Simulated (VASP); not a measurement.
TiC, 2 atoms in the cell. It takes space group I4/mmm (No. 139, tetragonal). Conventional cell: a = 3.014 Å, b = 3.014 Å, c = 4.328 Å, α = 90.00°, β = 90.00°, γ = 90.00°. Within 2.8 Å of Ti (site symmetry 4/mmm) lie 6 C at 2.13 to 2.16 Å. C (site symmetry 4/mmm) has 6 Ti at 2.13 to 2.16 Å within 2.8 Å.  This cell differs from its parent crystal: strain -0.015 along x and y, +0.000 along z.

* Program: VASP 6.6.1
* Task: single point
* Functional: PBE
* Potentials or basis: VASP PAW PBE potentials, release 64 (Ti_sv, C)
* Cutoff: 520 eV
* k mesh: 18 × 18 × 18
* Occupations: gaussian, width 0.15 eV
* Spin: no spin polarisation
* Dipole correction: no
* Further INCAR settings: ALGO = Normal; EDIFF = 1e-06; NBANDS = 15

Potentials or basis: VASP PAW PBE potentials, release 64 (Ti_sv, C).

Launch:

```bash
$ cat potpaw_PBE.64/Ti_sv/POTCAR potpaw_PBE.64/C/POTCAR > POTCAR
$ mpirun -np 1 vasp_std > vasp.out
```

Hardware: 1 thread of Intel(R) Xeon(R) Platinum 8124M CPU @ 3.00GHz (Skylake/Cascade Lake), on a shared host.

Question: How long does it take, and how much memory?

Answer: It took 73 s on 1 thread of Intel(R) Xeon(R) Platinum 8124M CPU @ 3.00GHz (Skylake/Cascade Lake) (shared host), peak memory 0.26 GiB. Counts: scf iterations 14, k points 480.
